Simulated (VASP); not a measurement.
Write the native input for VASP 6.6.1 that does the following.

```yaml
Task: density of states
Functional: PBE
Potentials_or_basis: VASP PAW PBE potentials, release 64 (Ba_sv, Ti_sv, O)
Cutoff: 520 eV
k_mesh: 8 × 8 × 8
Occupations: gaussian, width 0.05 eV
Spin: no spin polarisation
Dipole_correction: no
k_mesh_for_the_DOS: 12 × 12 × 12
Occupations_for_the_DOS: tetrahedron
Further_INCAR_settings: ALGO = Normal; EDIFF = 1e-06; NBANDS = 28
```

Crystal: BaTiO3.

```xyz
5
Lattice="4.0193 0.0000 0.0000 0.0000 4.0193 0.0000 0.0000 0.0000 4.0193" Properties=species:S:1:pos:R:3 pbc="T T T"
Ba    2.0096    2.0096    2.0096
Ti    0.0000    0.0000    0.0000
O     2.0096    0.0000    0.0000
O     0.0000    2.0096    0.0000
O     0.0000    0.0000    2.0096
```

These files were run (other wordings do the same):

POSCAR

```
BaTiO3
1.0
    4.0192643905      0.0000000000      0.0000000000
    0.0000000000      4.0192643905      0.0000000000
    0.0000000000      0.0000000000      4.0192643905
Ba Ti O
1 1 3
Direct
    0.5000000000      0.5000000000      0.5000000000
    0.0000000000      0.0000000000      0.0000000000
    0.5000000000      0.0000000000      0.0000000000
    0.0000000000      0.5000000000      0.0000000000
    0.0000000000      0.0000000000      0.5000000000
```

INCAR.step1

```
SYSTEM = BaTiO3
PREC = Accurate ; ENCUT = 520
EDIFF = 1E-6 ; ISMEAR = 0
SIGMA = 0.05 ; LREAL = .FALSE.
LASPH = .TRUE. ; NELM = 60
ALGO = Normal ; ISIF = 2
LWAVE = .FALSE. ; LCHARG = .TRUE.
LMAXMIX = 4 ; GGA = PE
NBANDS = 28
```

KPOINTS.step1

```
Automatic mesh
0
G
  8 8 8
  0 0 0
```

INCAR.step2

```
SYSTEM = BaTiO3
PREC = Accurate ; ENCUT = 520
EDIFF = 1E-6 ; ISMEAR = -5
SIGMA = 0.05 ; LREAL = .FALSE.
LASPH = .TRUE. ; NELM = 60
ALGO = Normal ; ISIF = 2
LWAVE = .FALSE. ; LCHARG = .FALSE.
LMAXMIX = 4 ; GGA = PE
LORBIT = 11 ; NBANDS = 28
NEDOS = 2001 ; ICHARG = 11
```

KPOINTS.step2

```
Automatic mesh
0
G
  12 12 12
  0 0 0
```

Potentials or basis: VASP PAW PBE potentials, release 64 (Ba_sv, Ti_sv, O).

Run with:

```sh
$ cat potpaw_PBE.64/Ba_sv/POTCAR potpaw_PBE.64/Ti_sv/POTCAR potpaw_PBE.64/O/POTCAR > POTCAR
$ cp INCAR.step1 INCAR
$ cp KPOINTS.step1 KPOINTS
$ mpirun -np 1 vasp_std > vasp.out
$ cp INCAR.step2 INCAR
$ cp KPOINTS.step2 KPOINTS
$ mpirun -np 1 vasp_std > vasp.out
```

Results of the run:

| Quantity | Value |
| --- | --- |
| Valence electrons inside the program's atomic spheres | Ba 7.98; Ti 10.15; O 5.03 |

Caveat: spin-orbit coupling is left out, which moves the levels of the heavy elements.

It used 110 s of CPU time on 1 thread of Intel Xeon 6975P-C, on a shared host.
